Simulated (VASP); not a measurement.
Input of a VASP 6.6.1 run:

File INCAR:

```
SYSTEM = C
PREC = Accurate
ENCUT = 520
EDIFF = 1E-7
ISMEAR = 0
SIGMA = 0.05
LREAL = .False.
LASPH = .True.
NELM = 60
ALGO = Normal
ISIF = 2
LWAVE = .False.
LCHARG = .False.
GGA = PE
NBANDS = 36
```

Contents of KPOINTS:

```
Automatic mesh
0
Gamma
  12 12 2
  0 0 0
```

File POSCAR:

```
C
1.0
    2.3441000000      0.0000000000      0.0000000000
   -1.1720500000      2.0300501490      0.0000000000
    0.0000000000      0.0000000000     12.5845000000
C
12
Direct
    0.0000000000      0.0000000000      0.1868593266
    0.0000000000      0.0000000000      0.6868593266
    0.0000000000      0.0000000000      0.3131406734
    0.0000000000      0.0000000000      0.8131406734
    0.3333333333      0.6666666667      0.5207665411
    0.6666666667      0.3333333333      0.0207665411
    0.3333333333      0.6666666667      0.9792334589
    0.6666666667      0.3333333333      0.4792334589
    0.3333333333      0.6666666667      0.6450950823
    0.6666666667      0.3333333333      0.1450950823
    0.3333333333      0.6666666667      0.8549049177
    0.6666666667      0.3333333333      0.3549049177
```

Potentials or basis: VASP PAW PBE potentials, release 64 (C).

Launch:

```sh
$ cat potpaw_PBE.64/C/POTCAR > POTCAR
$ mpirun -np 1 vasp_std > vasp.out
```

(1) What does it give for the band gap on the k mesh?

(2) What does it give for the pressure?

(3) Estimate the largest force.

## Answers

(1) 3.41 eV.

(2) 79.3 GPa.

(3) 0.670 eV/Å.

Caveat: the stress differs along the axes, from -7 to 122 GPa.
